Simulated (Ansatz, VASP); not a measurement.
One calculation of TlBr, two programs

```xyz
2
Lattice="3.9949 0.0000 0.0000 0.0000 3.9949 0.0000 0.0000 0.0000 3.9949" Properties=species:S:1:pos:R:3 pbc="T T T"
Tl    0.0000    0.0000    0.0000
Br    1.9975    1.9975    1.9975
```

Alike in both runs: task single point; functional PBE; k mesh 4 × 4 × 4; occupations fermi-dirac, width 0.001 eV; no spin polarisation.

|  | VASP | Ansatz |
| --- | --- | --- |
| version | VASP 6.6.1 | Ansatz 0.2.0 |
| potentials or method | VASP PAW PBE potentials, release 64 (Tl_d, Br) | plane waves |
| plane-wave cutoff (eV) | 500 | 420 |
| valence electrons in the cell | 20 | 20 |

|  | VASP | Ansatz | Ansatz less VASP |
| --- | --- | --- | --- |
| gap on the k mesh at the Fermi level (eV) | 1.88 | 1.88 | -0.006 |
| pressure (GPa) | 1.0 | 1.1 | +0.03 |

The functional is the same, so the differences come from potentials, cutoffs and numerics.

Neither program's run includes spin-orbit coupling.
